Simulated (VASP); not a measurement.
# SnSe (Fm-3m) in VASP: further runs

Runs on SnSe. Level: PBEsol. Tasks: elastic constants, vibrations by perturbation theory.

All numbers are computed with VASP 6.6.1; they aren't measurements. Logs are shortened: lines on timing, memory, paths and dates and some standing lists are left out, and cuts for length are marked.

## (1) The cell of the first run

The structure is cubic, space group Fm-3m (No. 225). Conventional cell: a = 5.350 Å, b = 5.350 Å, c = 5.350 Å, α = 90.00°, β = 90.00°, γ = 90.00°. Within 3.5 Å of Sn (site symmetry m-3m) lie 6 Se at 2.67 Å. Within 3.5 Å of Se (site symmetry m-3m) lie 6 Sn at 2.67 Å.

## (2) Elastic constants, PBEsol

INCAR reads:

```
  PREC = Accurate
  ENCUT = 500
  EDIFF = 1E-8
  ISMEAR = -1
  SIGMA = 0.15
  LREAL = False
  LASPH = True
  NELM = 120
  ALGO = Normal
  ISIF = 3
  LWAVE = False
  LCHARG = False
  GGA = PS
  IBRION = 6
  NFREE = 2
  POTIM = 0.015
  NSW = 1
  GGA_COMPAT = False
```

KPOINTS reads:

```
Automatic mesh
0
Gamma
  14 14 14
```

POSCAR reads:

```
SnSe
1.0
    0.0000000000      2.6748266586      2.6748266586
    2.6748266586      0.0000000000      2.6748266586
    2.6748266586      2.6748266586      0.0000000000
Sn Se
1 1
Direct
    0.0000000000      0.0000000000      0.0000000000
    0.5000000000      0.5000000000      0.5000000000
```

Potentials or basis: VASP PAW PBE potentials, release 64 (Sn_d, Se).

Started as:

```
cat potpaw_PBE.64/Sn_d/POTCAR potpaw_PBE.64/Se/POTCAR > POTCAR
mpirun -np 1 vasp_std > vasp.out
```

OUTCAR:

```text
PREC = Accurate
   ENCUT = 500
   EDIFF = 1E-8
   ISMEAR = -1
   LREAL = False
   LASPH = True
   NELM = 120
   ISIF = 3
   GGA = PS
   IBRION = 6
   NFREE = 2
   POTIM = 0.015
   NSW = 1

 ion  position               nearest neighbor table
   1  0.000  0.000  0.000-   2 2.67   2 2.67   2 2.67   2 2.67   2 2.67   2 2.67
   2  0.500  0.500  0.500-   1 2.67   1 2.67   1 2.67   1 2.67   1 2.67   1 2.67

  LATTYP: Found a face centered cubic cell.
 ALAT       =     5.3496533172

  Lattice vectors:

 A1 = (   0.0000000000,   2.6748266586,   2.6748266586)
 A2 = (   2.6748266586,   0.0000000000,   2.6748266586)
 A3 = (   2.6748266586,   2.6748266586,   0.0000000000)

Analysis of symmetry for initial positions (statically):
=====================================================================
 Subroutine PRICEL returns:
 Original cell was already a primitive cell.

 Routine SETGRP: Setting up the symmetry group for a
 face centered cubic supercell.

 Subroutine GETGRP returns: Found 48 space group operations
 (whereof 48 operations were pure point group operations)
 out of a pool of 48 trial point group operations.

The static configuration has the point symmetry O_h .

Analysis of symmetry for dynamics (positions and initial velocities):
=====================================================================
 Subroutine PRICEL returns:
 Original cell was already a primitive cell.

 Routine SETGRP: Setting up the symmetry group for a
 face centered cubic supercell.

 Subroutine GETGRP returns: Found 48 space group operations
 (whereof 48 operations were pure point group operations)
 out of a pool of 48 trial point group operations.

The dynamic configuration has the point symmetry O_h .

 Subroutine INISYM returns: Found 48 space group operations
 (whereof 48 operations are pure point group operations),
 and found     1 'primitive' translations

----------------------------------------------------------------------------------------

                                     Primitive cell

  volume of cell :      38.2752

  direct lattice vectors                    reciprocal lattice vectors
     0.000000000  2.674826659  2.674826659    -0.186928001  0.186928001  0.186928001
     2.674826659  0.000000000  2.674826659     0.186928001 -0.186928001  0.186928001
     2.674826659  2.674826659  0.000000000     0.186928001  0.186928001 -0.186928001

  length of vectors
     3.782776138  3.782776138  3.782776138     0.323768795  0.323768795  0.323768795

  position of ions in fractional coordinates (direct lattice)
     0.000000000  0.000000000  0.000000000
     0.500000000  0.500000000  0.500000000

  ion indices of the primitive-cell ions
   primitive index   ion index
                 1           1
                 2           2

----------------------------------------------------------------------------------------

 KPOINTS: Automatic mesh

Automatic generation of k-mesh.
 Grid dimensions read from file:
 generate k-points for:   14   14   14

 Generating k-lattice:

  Cartesian coordinates                     Fractional coordinates (reciprocal lattice)
    -0.013352000  0.013352000  0.013352000     0.071428571  0.000000000  0.000000000
     0.013352000 -0.013352000  0.013352000     0.000000000  0.071428571  0.000000000
     0.013352000  0.013352000 -0.013352000     0.000000000  0.000000000  0.071428571

[... 107 lines left out ...]

  FORCE on cell =-STRESS in cart. coord.  units (eV):
  Direction    XX          YY          ZZ          XY          YZ          ZX
  --------------------------------------------------------------------------------------
  -------------------------------------------------------------------------------------
  Total        8.4138309      8.4138309      8.4138309     -0.0000000      0.0000000      0.0000000
  in kB      352.1984472    352.1984472    352.1984472     -0.0000000      0.0000000      0.0000000
  external PRESSURE =     352.1984472 kB  Pullay stress =       0.0000000 kB
[... 89 lines left out ...]
  FREE ENERGIE OF THE ION-ELECTRON SYSTEM (eV)
  ---------------------------------------------------
  free  energy   TOTEN  =        -7.6514355393 eV

  energy  without entropy=       -7.6185609901  energy(sigma->0) =       -7.63499826

[... ionic steps 4 to 14 ...]

--------------------------------------- Ionic step       15  -------------------------------------------

 number of electron      19.9999996 magnetization

------------------------ aborting loop because EDIFF is reached ----------------------------------------
[... 67 lines left out ...]
--------------------------------------- Ionic step       17  -------------------------------------------

 number of electron      19.9999991 magnetization

 Free energy of the ion-electron system (eV)
  ---------------------------------------------------
  ext. energy  EPLUGINS =         0.00000000
  ---------------------------------------------------
  free energy    TOTEN  =        -7.78939602 eV

  energy without entropy =       -7.75804615  energy(sigma->0) =       -7.77372109

 E-fermi :  10.4833     XC(G=0): -11.4654

 val. band max:       10.4799351011   @ k =   0.1429   0.0714  -0.4286
 cond. band min:      10.5235434158   @ k =   0.5000   0.0714   0.0000
 fundamental gap:      0.0436083147
 Fermi energy:        10.4832723066

 k-point     1 :       0.0000    0.0000    0.0000
  band No.  band energies     occupation
      1     -11.6582      2.00000
      2     -11.6580      2.00000
      3     -11.6335      2.00000
      4     -11.6335      2.00000
      5     -11.6335      2.00000
      6      -6.8019      2.00000
      7       6.5937      2.00000
      8       6.7882      2.00000
      9       6.7890      2.00000
     10       6.7890      2.00000
     11      15.4009      0.00000
     12      15.4009      0.00000
     13      15.4130      0.00000
     14      15.7985      0.00000
[... 377 lines left out ...]
      1     -11.7070      2.00000
      2     -11.6585      2.00000
      3     -11.6401      2.00000
      4     -11.6067      2.00000
      5     -11.5998      2.00000
      6      -5.8897      2.00000
      7       2.4901      2.00000
      8       5.9856      2.00000
      9       6.2362      2.00000
     10       9.4116      1.99842
     11      11.9101      0.00015
     12      13.5841      0.00000
     13      14.2906      0.00000
     14      15.3900      0.00000

 [... further k-points ...]
[... 5 lines left out ...]
  --------------------------------------------------------------------------------------
  -------------------------------------------------------------------------------------
  Total        8.4205972      8.4138468      8.4138468      0.0000000      0.0000000     -0.0000000
  in kB      352.4816820    352.1991133    352.1991133      0.0000000      0.0000000     -0.0000000
  external PRESSURE =     352.2933029 kB  Pullay stress =       0.0000000 kB
[... 17 lines left out ...]
  FREE ENERGIE OF THE ION-ELECTRON SYSTEM (eV)
  ---------------------------------------------------
  free  energy   TOTEN  =        -7.7893960207 eV

  energy  without entropy=       -7.7580461509  energy(sigma->0) =       -7.77372109

 INTERNAL STRAIN TENSORS FROM STRAINED CELLS
 ============================================

 INTERNAL STRAIN TENSOR FOR ION    1 for displacements in x,y,z  (eV/Angst):
          X           Y           Z          XY          YZ          ZX
  --------------------------------------------------------------------------------
  x     0.00000     0.00000     0.00000     0.00000     0.00000     0.00000
  y     0.00000     0.00000    -0.00000     0.00000    -0.00000     0.00000
  z     0.00000     0.00000    -0.00000     0.00000     0.00000     0.00000

 INTERNAL STRAIN TENSORS FROM DISPLACED ATOMS
 ============================================

 INTERNAL STRAIN TENSOR FOR ION    1 for displacements in x,y,z  (eV/Angst):
          X           Y           Z          XY          YZ          ZX
  --------------------------------------------------------------------------------
  x     0.00000     0.00000     0.00000     0.00000     0.00000     0.00000
  y     0.00000     0.00000     0.00000     0.00000     0.00000     0.00000
  z     0.00000     0.00000     0.00000     0.00000     0.00000     0.00000

 INTERNAL STRAIN TENSOR FOR ION    2 for displacements in x,y,z  (eV/Angst):
          X           Y           Z          XY          YZ          ZX
  --------------------------------------------------------------------------------
  x     0.00000     0.00000     0.00000     0.00000     0.00000     0.00000
  y     0.00000     0.00000     0.00000     0.00000     0.00000     0.00000
  z     0.00000     0.00000     0.00000     0.00000     0.00000     0.00000

 Eigenvectors and eigenvalues of the dynamical matrix
 ----------------------------------------------------

   1 f  =    5.451628 THz    34.253586 2PiTHz  181.846721 cm-1    22.546110 meV
             X         Y         Z           dx          dy          dz
      0.000000  0.000000  0.000000     0.000000    0.631448    0.000000
      2.674827  2.674827  2.674827     0.000000   -0.775418    0.000000
[... 21 lines left out ...]
   6 f/i=    0.004048 THz     0.025435 2PiTHz    0.135031 cm-1     0.016742 meV
             X         Y         Z           dx          dy          dz
      0.000000  0.000000  0.000000     0.000000    0.000000    0.775418
      2.674827  2.674827  2.674827     0.000000    0.000000    0.631448

--------------------------------------------------------------------------------------------------------

 ELASTIC MODULI CONTR FROM IONIC RELAXATION (kBar)
 Direction    XX          YY          ZZ          XY          YZ          ZX
 --------------------------------------------------------------------------------
 XX           0.0000      0.0000      0.0000      0.0000      0.0000      0.0000
 YY           0.0000      0.0000      0.0000      0.0000      0.0000      0.0000
 ZZ           0.0000      0.0000      0.0000      0.0000      0.0000      0.0000
 XY           0.0000      0.0000      0.0000      0.0000      0.0000      0.0000
 YZ           0.0000      0.0000      0.0000      0.0000      0.0000      0.0000
 ZX           0.0000      0.0000      0.0000      0.0000      0.0000      0.0000
 --------------------------------------------------------------------------------

 TOTAL ELASTIC MODULI (kBar)
 Direction    XX          YY          ZZ          XY          YZ          ZX
 --------------------------------------------------------------------------------
 XX        4086.7491    247.6027    247.6027      0.0000      0.0000      0.0000
 YY         247.6027   4086.7491    247.6027     -0.0000     -0.0000     -0.0000
 ZZ         247.6027    247.6027   4086.7491      0.0000      0.0000      0.0000
 XY           0.0000     -0.0000      0.0000   -238.2379      0.0000      0.0000
 YZ           0.0000     -0.0000      0.0000      0.0000   -238.2379      0.0000
 ZX           0.0000     -0.0000      0.0000      0.0000      0.0000   -238.2379
 --------------------------------------------------------------------------------
```

Wall time 27 min (1 thread of Intel Xeon 6975P-C (Granite Rapids), shared host); peak memory 0.72 GiB.

Results:

| Property | Result |
| --- | --- |
| Elastic constants C11, C12, C44 | 409, 25, -24 GPa |
| Voigt bulk modulus | 153 GPa |
| Highest phonon frequency at Γ, LO-TO splitting left out | 182 cm⁻¹ |

Phonon frequencies in cm⁻¹ (negative: imaginary):
| q point | frequencies |
| --- | --- |
| (0.000, 0.000, 0.000) | 0 0 0 182 182 182 |

Elastic tensor in Voigt notation (GPa, in the Cartesian axes of the cell as first typed):
```
409  25  25   0   0   0
 25 409  25   0   0   0
 25  25 409   0   0   0
  0   0   0 -24   0   0
  0   0   0   0 -24   0
  0   0   0   0   0 -24
```

Clamped-ion elastic tensor (GPa):
```
409  25  25   0   0   0
 25 409  25   0   0   0
 25  25 409   0   0   0
  0   0   0 -24   0   0
  0   0   0   0 -24   0
  0   0   0   0   0 -24
```

Caveat: the cell is under stress, which shifts elastic constants; the elastic tensor has a negative eigenvalue, so either the cell is unstable as it stands or the mesh is too thin; the PAW data sets were made with another functional, which shifts forces and pressure a little; spin-orbit coupling is left out, which moves the levels of the heavy elements.

## (3) Vibrations by perturbation theory, PBEsol

This run uses another cell than the first one, of 18.66 Å³/atom.

INCAR reads:

```
SYSTEM = SnSe
PREC     = Accurate       ! precision mode
ENCUT    = 520            ! plane-wave cutoff, eV
EDIFF    = 1E-8           ! SCF threshold, eV
ISMEAR   = 0              ! smearing method
SIGMA    = 0.01           ! smearing width, eV
LREAL    = .FALSE.        ! projectors in reciprocal space
LASPH    = .TRUE.         ! aspherical terms in the spheres
NELM     = 100            ! most SCF steps
ALGO     = Normal         ! electronic algorithm
ISIF     = 2              ! what is computed and relaxed
LWAVE    = .FALSE.        ! write WAVECAR
LCHARG   = .FALSE.        ! write CHGCAR
GGA      = PS             ! functional
NBANDS   = 17             ! bands
IBRION   = 8              ! ionic algorithm
NSW      = 1              ! ionic steps
```

KPOINTS reads:

```
regular mesh
0
G
  12 12 12
  0 0 0
```

POSCAR reads:

```
SnSe
1.0
    0.0000000000      2.6525329866      2.6525329866
    2.6525329866      0.0000000000      2.6525329866
    2.6525329866      2.6525329866      0.0000000000
Sn Se
1 1
Direct
    0.0000000000      0.0000000000      0.0000000000
    0.5000000000      0.5000000000      0.5000000000
```

Potentials or basis: VASP PAW PBE potentials, release 64 (Sn_d, Se).

Started as:

```
cat potpaw_PBE.64/Sn_d/POTCAR potpaw_PBE.64/Se/POTCAR > POTCAR
mpirun -np 1 vasp_std > vasp.out
```

OUTCAR:

```text
SYSTEM = SnSe
   PREC = Accurate
   ENCUT = 520
   EDIFF = 1E-8
   ISMEAR = 0
   LREAL = .FALSE.
   LASPH = .TRUE.
   NELM = 100
   ISIF = 2
   GGA = PS
   IBRION = 8
   NSW = 1

 ion  position               nearest neighbor table
   1  0.000  0.000  0.000-   2 2.65   2 2.65   2 2.65   2 2.65   2 2.65   2 2.65
   2  0.500  0.500  0.500-   1 2.65   1 2.65   1 2.65   1 2.65   1 2.65   1 2.65

  LATTYP: Found a face centered cubic cell.
 ALAT       =     5.3050659732

  Lattice vectors:

 A1 = (   0.0000000000,   2.6525329866,   2.6525329866)
 A2 = (   2.6525329866,   0.0000000000,   2.6525329866)
 A3 = (   2.6525329866,   2.6525329866,   0.0000000000)

Analysis of symmetry for initial positions (statically):
=====================================================================
 Subroutine PRICEL returns:
 Original cell was already a primitive cell.

[... 708 lines left out ...]

------------------------ aborting loop because EDIFF is reached ----------------------------------------

 INTERNAL STRAIN TENSOR  FOR ION    2  DIRECTION 1   (eV/Angst):
 -----------------------------------------------------------------------------
    -0.02304 -0.00000  0.00000
     0.00000  0.01439  0.00000
    -0.00000  0.00000  0.01439

 INTERNAL STRAIN TENSOR FOR ION    2 for displacements in x,y,z  (eV/Angst):
          X           Y           Z          XY          YZ          ZX
  --------------------------------------------------------------------------------
  x     0.00000     0.00000     0.00000     0.00000     0.00000     0.00000
  y     0.00000     0.00000     0.00000     0.00000     0.00000     0.00000
  z     0.00000     0.00000     0.00000     0.00000     0.00000     0.00000

 SECOND DERIVATIVES (NOT SYMMETRIZED)
 ------------------------------------
               1X          1Y          1Z          2X          2Y          2Z
  1X    -6.386961    0.000000    0.000000    6.386961    0.000000    0.000000
  1Y     0.000000   -6.386961    0.000000    0.000000    6.386961    0.000000
  1Z     0.000000    0.000000   -6.386961    0.000000    0.000000    6.386961
  2X     6.405099    0.000000    0.000000   -6.405099    0.000000    0.000000
  2Y     0.000000    6.405099    0.000000    0.000000   -6.405099    0.000000
  2Z     0.000000    0.000000    6.405099    0.000000    0.000000   -6.405099

 Eigenvectors and eigenvalues of the dynamical matrix
 ----------------------------------------------------

   1 f  =    5.742370 THz    36.080372 2PiTHz  191.544832 cm-1    23.748522 meV
             X         Y         Z           dx          dy          dz
      0.000000  0.000000  0.000000    -0.631485   -0.000000   -0.000000
      2.652533  2.652533  2.652533     0.775388    0.000000   -0.000000
[... 21 lines left out ...]
   6 f/i=    0.003987 THz     0.025049 2PiTHz    0.132981 cm-1     0.016487 meV
             X         Y         Z           dx          dy          dz
      0.000000  0.000000  0.000000    -0.126940    0.601790   -0.472188
      2.652533  2.652533  2.652533    -0.103381    0.490105   -0.384556

--------------------------------------------------------------------------------------------------------

 ELASTIC MODULI CONTR FROM IONIC RELAXATION (kBar)
 Direction    XX          YY          ZZ          XY          YZ          ZX
 --------------------------------------------------------------------------------
 XX           0.0000      0.0000      0.0000      0.0000      0.0000      0.0000
 YY           0.0000      0.0000      0.0000      0.0000      0.0000      0.0000
 ZZ           0.0000      0.0000      0.0000      0.0000      0.0000      0.0000
 XY           0.0000      0.0000      0.0000      0.0000      0.0000      0.0000
 YZ           0.0000      0.0000      0.0000      0.0000      0.0000      0.0000
 ZX           0.0000      0.0000      0.0000      0.0000      0.0000      0.0000
 --------------------------------------------------------------------------------
```

OSZICAR:

```text
N       E                     dE             d eps       ncg     rms          rms(c)
DAV:   1     0.135109237813E+03    0.13511E+03   -0.99261E+03  2492   0.165E+03
[... 47 lines left out ...]
RMM:   6    -0.799367644381E-01    0.18036E-05   -0.77236E-07 10642   0.506E-03    0.175E-03
RMM:   7    -0.799335005699E-01    0.32639E-05   -0.84697E-08 10861   0.160E-03    0.806E-04
RMM:   8    -0.799326178362E-01    0.88273E-06    0.10343E-07 10839   0.491E-04    0.139E-04
RMM:   9    -0.799323043183E-01    0.31352E-06    0.78848E-08 11479   0.202E-04    0.507E-05
RMM:  10    -0.799322493025E-01    0.55016E-07   -0.95050E-08 11011   0.995E-05    0.671E-06
RMM:  11    -0.799322335461E-01    0.15756E-07    0.38155E-10 11503   0.624E-05    0.100E-06
RMM:  12    -0.799322339765E-01   -0.43042E-09   -0.36840E-08  9261   0.454E-05    0.372E-07
 Linear response finished
```

stdout:

```text
POSCAR found type information on POSCAR SnSe
 POSCAR found :  2 types and       2 ions
 scaLAPACK will be used
 -----------------------------------------------------------------------------
|                                                                             |
|                                                                             |
|     You enforced a specific xc type in the INCAR file but a different       |
|     I HOPE YOU KNOW WHAT YOU ARE DOING!                                     |
|                                                                             |
 -----------------------------------------------------------------------------

 LDA part: xc-table for (Slater+PW92), standard interpolation
 POSCAR, INCAR and KPOINTS ok, starting setup
 FFT: planning ... GRIDC
 FFT: planning ... GRID_SOFT
 FFT: planning ... GRID
 WAVECAR not read
 entering main loop
 Linear response reoptimize wavefunctions to high precision
 Linear response DOF=           2
 Linear response progress:
 first order change of Fermi-energy   0.20208E-03
 force on displaced ion       1 direction 1 :  -6.387   0.000   0.000
 Linear response progress:
 first order change of Fermi-energy  -0.38945E-03
 force on displaced ion       2 direction 1 :  -6.405   0.000   0.000
 Linear response finished
```

Wall time 10 min (1 thread of Intel Xeon 8259CL, shared host); peak memory 0.37 GiB.

Results:

```
Highest phonon frequency at Γ, LO-TO splitting left out : 192 cm⁻¹
```

Phonon frequencies in cm⁻¹ (negative: imaginary):
```csv
q point,frequencies
"(0.000, 0.000, 0.000)",0 0 0 192 192 192
```

Caveat: the cell stands under pressure or tension, which shifts response properties; the PAW data sets were made with another functional, which shifts forces and pressure a little; spin-orbit coupling is left out, which moves the levels of the heavy elements.
